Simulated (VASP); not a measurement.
# SrTiO3 (Tausonite) (Pm-3m) in VASP: notebook

The runs below take SrTiO3 (Tausonite) through single point, relaxation of cell and atoms, with PBE+D3(BJ).

Program: VASP 6.6.1. These are calculated values, not measurements. Logs are shortened: lines on timing, memory, paths and dates and some standing lists are left out, and cuts for length are marked.

## Step 1: The cell of the first run

The structure is cubic, space group Pm-3m (No. 221). The conventional cell has a = 3.910 Å, b = 3.910 Å, c = 3.910 Å, α = 90.00°, β = 90.00°, γ = 90.00°. Within 3.6 Å of Sr (site symmetry m-3m) lie 12 O at 2.76 Å and 8 Ti at 3.39 Å. Within 2.6 Å of Ti (site symmetry m-3m) lie 6 O at 1.95 Å. Within 2.6 Å of O (site symmetry 4/mmm) lie 2 Ti at 1.95 Å.

## Step 2: Single point, PBE+D3(BJ)

Contents of INCAR:

```
SYSTEM = SrTiO3
  PREC = Accurate
  ENCUT = 520
  EDIFF = 1E-6
  ISMEAR = 0
  SIGMA = 0.02
  LREAL = .False.
  LASPH = .True.
  NELM = 80
  ALGO = Normal
  ISIF = 2
  LWAVE = .False.
  LCHARG = .False.
  GGA = PE
  IVDW = 12
  NBANDS = 28
```

Contents of KPOINTS:

```
Automatic mesh
0
Gamma
  8 8 8
  0 0 0
```

Contents of POSCAR:

```
SrTiO3
1.0
    3.9098120575      0.0000000000      0.0000000000
    0.0000000000      3.9098120575      0.0000000000
    0.0000000000      0.0000000000      3.9098120575
Sr Ti O
1 1 3
Direct
    0.5000000000      0.5000000000      0.5000000000
    0.0000000000      0.0000000000      0.0000000000
    0.5000000000      0.0000000000      0.0000000000
    0.0000000000      0.5000000000      0.0000000000
    0.0000000000      0.0000000000      0.5000000000
```

Potentials or basis: VASP PAW PBE potentials, release 64 (Sr_sv, Ti_sv, O).

Launch:

```sh
$ cat potpaw_PBE.64/Sr_sv/POTCAR potpaw_PBE.64/Ti_sv/POTCAR potpaw_PBE.64/O/POTCAR > POTCAR
$ mpirun -np 1 vasp_std > vasp.out
```

OUTCAR:

```text
SYSTEM = SrTiO3
   PREC = Accurate
   ENCUT = 520
   EDIFF = 1E-6
   ISMEAR = 0
   LREAL = .False.
   LASPH = .True.
   NELM = 80
   ISIF = 2
   GGA = PE
   IVDW = 12
 IVDW          = 12

 ion  position               nearest neighbor table
   1  0.500  0.500  0.500-   3 2.76   4 2.76   5 2.76   3 2.76   4 2.76   3 2.76   5 2.76   3 2.76
                             4 2.76   5 2.76   4 2.76   5 2.76   2 3.39   2 3.39   2 3.39   2 3.39
   2  0.000  0.000  0.000-   3 1.95   4 1.95   5 1.95   5 1.95   4 1.95   3 1.95   1 3.39   1 3.39
                             1 3.39   1 3.39   1 3.39   1 3.39   1 3.39   1 3.39
   3  0.500  0.000  0.000-   2 1.95   2 1.95   1 2.76   1 2.76   1 2.76   1 2.76
   4  0.000  0.500  0.000-   2 1.95   2 1.95   1 2.76   1 2.76   1 2.76   1 2.76
   5  0.000  0.000  0.500-   2 1.95   2 1.95   1 2.76   1 2.76   1 2.76   1 2.76

  LATTYP: Found a simple cubic cell.
 ALAT       =     3.9098120575

  Lattice vectors:

 A1 = (   3.9098120575,   0.0000000000,   0.0000000000)
 A2 = (   0.0000000000,   3.9098120575,   0.0000000000)
 A3 = (   0.0000000000,   0.0000000000,   3.9098120575)

Analysis of symmetry for initial positions (statically):
=====================================================================
 Subroutine PRICEL returns:
 Original cell was already a primitive cell.

 Routine SETGRP: Setting up the symmetry group for a
 simple cubic supercell.

 Subroutine GETGRP returns: Found 48 space group operations
 (whereof 48 operations were pure point group operations)
 out of a pool of 48 trial point group operations.

The static configuration has the point symmetry O_h .

Analysis of symmetry for dynamics (positions and initial velocities):
=====================================================================
 Subroutine PRICEL returns:
 Original cell was already a primitive cell.

 Routine SETGRP: Setting up the symmetry group for a
 simple cubic supercell.

 Subroutine GETGRP returns: Found 48 space group operations
 (whereof 48 operations were pure point group operations)
 out of a pool of 48 trial point group operations.

The dynamic configuration has the point symmetry O_h .

 Subroutine INISYM returns: Found 48 space group operations
 (whereof 48 operations are pure point group operations),
 and found     1 'primitive' translations

----------------------------------------------------------------------------------------

                                     Primitive cell

  volume of cell :      59.7679

  direct lattice vectors                    reciprocal lattice vectors
     3.909812057  0.000000000  0.000000000     0.255766770  0.000000000  0.000000000
     0.000000000  3.909812057  0.000000000     0.000000000  0.255766770  0.000000000
     0.000000000  0.000000000  3.909812057     0.000000000  0.000000000  0.255766770

  length of vectors
     3.909812057  3.909812057  3.909812057     0.255766770  0.255766770  0.255766770

  position of ions in fractional coordinates (direct lattice)
     0.500000000  0.500000000  0.500000000
     0.000000000  0.000000000  0.000000000
     0.500000000  0.000000000  0.000000000
     0.000000000  0.500000000  0.000000000
     0.000000000  0.000000000  0.500000000

  ion indices of the primitive-cell ions
   primitive index   ion index
                 1           1
                 2           2
                 3           3
                 4           4
                 5           5

----------------------------------------------------------------------------------------

 KPOINTS: Automatic mesh

Automatic generation of k-mesh.
 Grid dimensions read from file:
 generate k-points for:    8    8    8

 Generating k-lattice:

  Cartesian coordinates                     Fractional coordinates (reciprocal lattice)
     0.031970846  0.000000000  0.000000000     0.125000000  0.000000000  0.000000000
     0.000000000  0.031970846  0.000000000     0.000000000  0.125000000  0.000000000
     0.000000000  0.000000000  0.031970846     0.000000000  0.000000000  0.125000000

  Length of vectors
     0.031970846  0.031970846  0.031970846

  Shift w.r.t. Gamma in fractional coordinates (k-lattice)
     0.000000000  0.000000000  0.000000000

 Subroutine IBZKPT returns following result:
 ===========================================

 Found     35 irreducible k-points:

 Following reciprocal coordinates:
            Coordinates               Weight
  0.000000  0.000000  0.000000      1.000000
  0.125000  0.000000  0.000000      6.000000
  0.250000  0.000000  0.000000      6.000000
  0.375000  0.000000  0.000000      6.000000
  0.500000  0.000000  0.000000      3.000000
  0.125000  0.125000  0.000000     12.000000
[... 16 lines left out ...]
  0.375000  0.375000  0.125000     24.000000
  0.500000  0.375000  0.125000     24.000000
 [... further k-points ...]
   k-points           NKPTS =     35   k-points in BZ     NKDIM =     35   number of bands    NBANDS=     28
   number of dos      NEDOS =    301   number of ions     NIONS =      5
   total plane-waves  NPLWV =  27000
   dimension x,y,z NGX =    30 NGY =   30 NGZ =   30
   dimension x,y,z NGXF=    60 NGYF=   60 NGZF=   60
   ions per type =               1   1   3
   NGX,Y,Z   is equivalent  to a cutoff of  12.76, 12.76, 12.76 a.u.
   NGXF,Y,Z  is equivalent  to a cutoff of  25.51, 25.51, 25.51 a.u.
 SYSTEM =  SrTiO3
   PREC   = accura    normal or accurate (medium, high low for compatibility)
   ISTART =      0    job   : 0-new  1-cont  2-samecut
   ICHARG =      2    charge: 1-file 2-atom 10-const
   ISPIN  =      1    spin polarized calculation?
   LNONCOLLINEAR =      F non collinear calculations
   LSORBIT =      F    spin-orbit coupling
   LASPH  =      T    aspherical Exc in radial PAW
   ENCUT  =  520.0 eV  38.22 Ry    6.18 a.u.   7.27  7.27  7.27*2*pi/ulx,y,z
   NELM   =     80;   NELMIN=  2; NELMDL= -5     # of ELM steps
   EDIFF  = 0.1E-05   stopping-criterion for ELM
   LREAL  =      F    real-space projection
   EDIFFG = 0.1E-04   stopping-criterion for IOM
   NSW    =      0    number of steps for IOM
   IBRION =     -1    ionic relax: 0-MD 1-quasi-New 2-CG
   NFREE  =      0    steps in history (QN), initial steepest desc. (CG)
   ISIF   =      2    stress and relaxation
   ISYM   =      2    0-nonsym 1-usesym 2-fastsym
   POTIM  = 0.5000    time-step for ionic-motion
   TEBEG  =    0.0;   TEEND  =   0.0 temperature during run
   PSTRESS=    0.0 pullay stress
   NELECT =      40.0000    total number of electrons
   NUPDOWN=      -1.0000    fix difference up-down
   EMIN   =  10.00;   EMAX   =-10.00  energy-range for DOS
   EFERMI =   0.00;   METHOD = LEGACY
   ISMEAR =     0;   SIGMA  =   0.02  broadening in eV -4-tet -1-fermi 0-gaus
   EFERMI_NEDOS =   21; number of points for ismear=-14 and -15
   IALGO  =     38    algorithm
   IMIX   =      4    mixing-type and parameters
     AMIX     =   0.40;   BMIX     =  1.00
     AMIX_MAG =   1.60;   BMIX_MAG =  1.00
  volume/ion in A,a.u.               =      11.95        80.67
  Fermi-wavevector in a.u.,A,eV,Ry     =   1.431987  2.706062 27.899910  2.050586
  Thomas-Fermi vector in A             =   2.551663
   LORBIT       =      0    0 simple, 1 ext, 2 COOP (PROOUT), +10 PAW based schemes
   GGA     = PE    functional components
   LHFCALC =     F    Hartree Fock is set to
   AEXX    =    0.0000 exact exchange contribution
   IVDW    =    12    specifies the selected vdW correction
   LEPSILON=     F    determine dielectric tensor
   LRPA    =     F    only Hartree local field effects (RPA)
 non-spin polarized calculation
 Gauss-broadening in eV      SIGMA  =   0.02
  energy-cutoff  :      520.00
  volume of cell :       59.77
 maximum number of plane-waves:      1640
 NGX is ok and might be reduce to    30
   NGX = 15   NGY = 15   NGZ = 15

 number of electron      40.0000002 magnetization

 Free energy of the ion-electron system (eV)
  ---------------------------------------------------
  ext. energy  EPLUGINS =         0.00000000
  ---------------------------------------------------
  free energy    TOTEN  =       -40.08329827 eV

  energy without entropy =      -40.08329827  energy(sigma->0) =      -40.08329827

 E-fermi :   4.4080     XC(G=0): -11.2514

 val. band max:        4.1351092677   @ k =   0.5000   0.5000   0.5000
 cond. band min:       5.9839044110   @ k =   0.0000   0.0000   0.0000
 fundamental gap:      1.8487951433
 Fermi energy:         4.4080273044

 k-point     1 :       0.0000    0.0000    0.0000
  band No.  band energies     occupation
      1     -52.3452      2.00000
      2     -28.6665      2.00000
      3     -28.5890      2.00000
      4     -28.5890      2.00000
      5     -28.5890      2.00000
      6     -13.2798      2.00000
[... 20 lines left out ...]
     27       9.5335      0.00000
     28      10.3141      0.00000

 k-point     2 :       0.1250    0.0000    0.0000
  band No.  band energies     occupation
      1     -52.3450      2.00000
      2     -28.6847      2.00000
      3     -28.5886      2.00000
      4     -28.5886      2.00000
      5     -28.5777      2.00000
      6     -13.2860      2.00000
[... 20 lines left out ...]
     27       9.8086      0.00000
     28      10.6853      0.00000

 k-point     3 :       0.2500    0.0000    0.0000
  band No.  band energies     occupation
      1     -52.3445      2.00000
      2     -28.7200      2.00000
      3     -28.5876      2.00000
      4     -28.5876      2.00000
      5     -28.5588      2.00000
      6     -13.3497      2.00000
[... 20 lines left out ...]
     27      10.4688      0.00000
     28      11.6989      0.00000

 k-point     4 :       0.3750    0.0000    0.0000
  band No.  band energies     occupation
      1     -52.3440      2.00000
      2     -28.7506      2.00000
      3     -28.5866      2.00000
      4     -28.5866      2.00000
      5     -28.5444      2.00000
      6     -13.4539      2.00000
[... 20 lines left out ...]
     27      11.2036      0.00000
     28      12.1943      0.00000

 k-point     5 :       0.5000    0.0000    0.0000
  band No.  band energies     occupation
      1     -52.3438      2.00000
      2     -28.7626      2.00000
      3     -28.5862      2.00000
      4     -28.5862      2.00000
      5     -28.5391      2.00000
      6     -13.5022      2.00000
[... 20 lines left out ...]
     27      11.5399      0.00000
     28      12.1418      0.00000

 k-point     6 :       0.1250    0.1250    0.0000
  band No.  band energies     occupation
      1     -52.3448      2.00000
      2     -28.6932      2.00000
      3     -28.5990      2.00000
      4     -28.5882      2.00000
      5     -28.5655      2.00000
      6     -13.2746      2.00000
[... 463 lines left out ...]
      5     -28.5628      2.00000
      6     -13.0951      2.00000
[... 20 lines left out ...]
     27      12.0411      0.00000
     28      12.3894      0.00000

 k-point    22 :       0.5000    0.2500    0.1250
  band No.  band energies     occupation
      1     -52.3428      2.00000
      2     -28.7184      2.00000
      3     -28.6213      2.00000
      4     -28.5952      2.00000
      5     -28.5702      2.00000
      6     -13.0970      2.00000
[... 20 lines left out ...]
     27      12.2538      0.00000
     28      12.5280      0.00000

 k-point    23 :       0.3750    0.3750    0.1250
  band No.  band energies     occupation
      1     -52.3425      2.00000
      2     -28.6897      2.00000
      3     -28.6465      2.00000
      4     -28.5963      2.00000
      5     -28.5825      2.00000
      6     -12.8750      2.00000
[... 20 lines left out ...]
     27      12.3133      0.00000
     28      12.7566      0.00000

 k-point    24 :       0.5000    0.3750    0.1250
  band No.  band energies     occupation
      1     -52.3423      2.00000
      2     -28.6833      2.00000
      3     -28.6461      2.00000
      4     -28.5981      2.00000
      5     -28.5942      2.00000
      6     -12.7867      2.00000
[... 20 lines left out ...]
     27      12.3560      0.00000
     28      12.8627      0.00000

 [... further k-points ...]

------------------------ aborting loop because EDIFF is reached ----------------------------------------

 Edisp (eV)   -1.32247

 E8    (eV) :    -0.5793

  FORCE on cell =-STRESS in cart. coord.  units (eV):
  Direction    XX          YY          ZZ          XY          YZ          ZX
  --------------------------------------------------------------------------------------
  -------------------------------------------------------------------------------------
  Total       0.24830     0.24830     0.24830    -0.00000    -0.00000    -0.00000
  in kB       6.65605     6.65605     6.65605    -0.00000    -0.00000    -0.00000
  external pressure =        6.66 kB  Pullay stress =        0.00 kB

 VOLUME and BASIS-vectors are now :
 -----------------------------------------------------------------------------
  energy-cutoff  :      520.00
  volume of cell :       59.77
      direct lattice vectors                 reciprocal lattice vectors
     3.909812057  0.000000000  0.000000000     0.255766770  0.000000000  0.000000000
     0.000000000  3.909812057  0.000000000     0.000000000  0.255766770  0.000000000
     0.000000000  0.000000000  3.909812057     0.000000000  0.000000000  0.255766770

 POSITION                                       TOTAL-FORCE (eV/Angst)
 -----------------------------------------------------------------------------------
      1.95491      1.95491      1.95491         0.000000      0.000000      0.000000
      0.00000      0.00000      0.00000         0.000000      0.000000      0.000000
      1.95491      0.00000      0.00000         0.000000      0.000000      0.000000
      0.00000      1.95491      0.00000         0.000000      0.000000      0.000000
      0.00000      0.00000      1.95491         0.000000      0.000000      0.000000
 -----------------------------------------------------------------------------------
    total drift:                                0.000000     -0.000000      0.000000

  FREE ENERGIE OF THE ION-ELECTRON SYSTEM (eV)
  ---------------------------------------------------
  free  energy   TOTEN  =       -41.4057687527 eV

  energy  without entropy=      -41.4057687527  energy(sigma->0) =      -41.40576875
```

It took 34 s on 1 thread of Intel Xeon 6975P-C (Granite Rapids), shared host; peak memory 0.22 GiB.

Results:

```yaml
Free_energy: -41.4058 eV
Pressure: 0.7 GPa
Band_gap_on_the_k_mesh: 1.85 eV, indirect (least direct gap 2.21 eV)
Dispersion_energy_per_atom: -0.264 eV
```

Levels at points of the mesh, in eV from the valence-band top:
| k point | band 17 | band 18 | band 19 | band 20 | band 21 | band 22 | band 23 | band 24 |
| --- | --- | --- | --- | --- | --- | --- | --- | --- |
| (0.00, 0.00, 0.00) | -1.16 | -0.36 | -0.36 | -0.36 | 1.85 | 1.85 | 1.85 | 4.28 |
| (0.50, 0.00, 0.00) | -2.34 | -1.97 | -0.73 | -0.73 | 2.02 | 3.76 | 3.76 | 4.29 |
| (0.50, 0.50, 0.00) | -1.73 | -1.57 | -1.57 | -0.09 | 3.77 | 3.77 | 4.22 | 5.26 |
| (0.50, 0.50, 0.50) | -3.73 | 0.00 | 0.00 | 0.00 | 4.44 | 4.44 | 4.44 | 6.93 |

## Step 3: Relaxation of cell and atoms, PBE+D3(BJ)

This run uses another cell than the first one, of 11.91 Å³/atom, 0.997 times its volume.

Contents of INCAR:

```
SYSTEM = SrTiO3
PREC = Accurate
ENCUT = 600
EDIFF = 1E-6
ISMEAR = 0
SIGMA = 0.02
LREAL = .FALSE.
LASPH = .TRUE.
NELM = 100
ALGO = Normal
ISIF = 3
LWAVE = .FALSE.
LCHARG = .FALSE.
GGA = PE
IVDW = 12
IBRION = 2
NSW = 100
EDIFFG = -0.005
```

Contents of KPOINTS:

```
Automatic mesh
0
G
  8 8 8
  0 0 0
```

POSCAR: that of step 2 with these lines changed.

```diff
@@ -2,5 +2,5 @@
 1.0
-    3.9098120575      0.0000000000      0.0000000000
-    0.0000000000      3.9098120575      0.0000000000
-    0.0000000000      0.0000000000      3.9098120575
+    3.9052800000      0.0000000000      0.0000000000
+    0.0000000000      3.9052800000      0.0000000000
+    0.0000000000      0.0000000000      3.9052800000
 Sr Ti O
```

Potentials or basis: VASP PAW PBE potentials, release 64 (Sr_sv, Ti_sv, O).

Launch:

```sh
$ cat potpaw_PBE.64/Sr_sv/POTCAR potpaw_PBE.64/Ti_sv/POTCAR potpaw_PBE.64/O/POTCAR > POTCAR
$ mpirun -np 1 vasp_std > vasp.out
```

Run time: 60 s. Hardware: 1 thread of Intel Xeon 6975P-C (Granite Rapids), shared host; peak memory 0.24 GiB.

The run converged. Its results:

| Item | Value |
| --- | --- |
| Free energy | -41.4121 eV |
| Relaxed volume | 11.99 Å³/atom |
| Relaxed cell | a = 3.913 Å, b = 3.913 Å, c = 3.913 Å, α = 90.00°, β = 90.00°, γ = 90.00° |
| Space group after relaxing (to 0.05 Å) | Pm-3m (No. 221) |
| Energy gained by relaxing | 0.2 meV/atom |
| Ionic steps | 3 |
| Pressure after relaxing | 0.0 GPa |
| Band gap on the k mesh | 1.85 eV, indirect (least direct gap 2.20 eV) |
| Dispersion energy per atom | -0.264 eV |

The path:
```tsv
step	energy change (eV)	largest force (eV/Å)	pressure (GPa)	volume (Å³)
1	0.0000	0.0000	1.03	59.56
2	-0.0004	0.0000	-0.86	60.23
3	-0.0012	0.0000	-0.02	59.93
```

Final structure:
```xyz
5
Lattice="3.9133 0.0000 0.0000 0.0000 3.9133 0.0000 0.0000 0.0000 3.9133" Properties=species:S:1:pos:R:3 pbc="T T T"
Sr    1.9567    1.9567    1.9567
Ti    0.0000    0.0000    0.0000
O     1.9567    0.0000    0.0000
O     0.0000    1.9567    0.0000
O     0.0000    0.0000    1.9567
```

Levels at points of the mesh, in eV from the valence-band top:
```tsv
k point	band 16	band 17	band 18	band 19	band 20	band 21	band 22	band 23	band 24
(0.00, 0.00, 0.00)	-1.16	-1.16	-0.36	-0.36	-0.36	1.85	1.85	1.85	4.26
(0.50, 0.00, 0.00)	-2.34	-2.34	-1.97	-0.73	-0.73	2.01	3.75	3.75	4.28
(0.50, 0.50, 0.00)	-2.83	-1.73	-1.56	-1.56	-0.09	3.75	3.75	4.21	5.23
(0.50, 0.50, 0.50)	-3.72	-3.72	0.00	0.00	0.00	4.42	4.42	4.42	6.92
```
